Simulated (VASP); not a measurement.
Here is a VASP 6.6.1 calculation.

File INCAR:

```
ALGO = Normal
EDIFF = 1E-6
ENCUT = 500
GGA = PS
GGA_COMPAT = F
ISIF = 2
ISMEAR = 0
LASPH = T
LCHARG = T
LELF = T
LREAL = F
LVHAR = T
LWAVE = F
NBANDS = 11
NELM = 120
PREC = Accurate
SIGMA = 0.1
```

KPOINTS

```
k-points
0
Gamma
  18 18 18
```

The input POSCAR:

```
Pd
1.0
    0.0000000000      1.9897299450      1.9897299450
    1.9897299450      0.0000000000      1.9897299450
    1.9897299450      1.9897299450      0.0000000000
Pd
1
Direct
    0.0000000000      0.0000000000      0.0000000000
```

Potentials or basis: VASP PAW PBE potentials, release 64 (Pd).

Command:

```sh
$ cat potpaw_PBE.64/Pd/POTCAR > POTCAR
$ mpirun -np 1 vasp_std > vasp.out
```

(1) Predict the band gap on the k mesh.

(2) What does it give for the pressure?

## Answers

(1) zero (band 5 reaches 8.80 eV, above the bottom of band 6 at 7.39 eV).

(2) -13.3 GPa.

Caveat: the cell differs from its parent crystal (strained); the PAW data sets were made with another functional, which shifts forces and pressure a little.
